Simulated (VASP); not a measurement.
Here is a VASP 6.6.1 calculation.

File INCAR:

```
  PREC = Accurate
  ENCUT = 500
  EDIFF = 1E-6
  ISMEAR = 0
  SIGMA = 0.01
  LREAL = F
  LASPH = T
  NELM = 120
  ALGO = Normal
  ISIF = 2
  LWAVE = F
  LCHARG = F
  GGA = PS
  NBANDS = 17
  GGA_COMPAT = F
```

Contents of KPOINTS:

```
regular mesh
0
Gamma
  4 4 4
```

The input POSCAR:

```
PbS
1.0
    4.2269190000      0.0000000000      0.0000000000
    2.1150546290      3.6596978221      0.0000000000
    2.1150546290      1.2205129305      3.4501791744
Pb S
1 1
Direct
    0.9805660000      0.9805660000      0.9805660000
    0.4750360000      0.4750360000      0.4750360000
```

Potentials or basis: VASP PAW PBE potentials, release 64 (Pb_d, S).

Run with:

```sh
$ cat potpaw_PBE.64/Pb_d/POTCAR potpaw_PBE.64/S/POTCAR > POTCAR
$ mpirun -np 1 vasp_std > vasp.out
```

**Question.** Estimate the band gap on the k mesh.

**Answer.** 0.35 eV, direct.

**Question.** What does it give for the pressure?

**Answer.** -2.0 GPa.

Forces in eV/Å, atoms in the order of the input:
```
Pb   0.043  0.025  0.018
S   -0.043 -0.025 -0.018
```

Caveat: the k points lie up to 0.46 Å⁻¹ apart; the PAW data sets were made with another functional, which shifts forces and pressure a little; spin-orbit coupling is left out, which moves the levels of the heavy elements. A k mesh can miss the band edges.
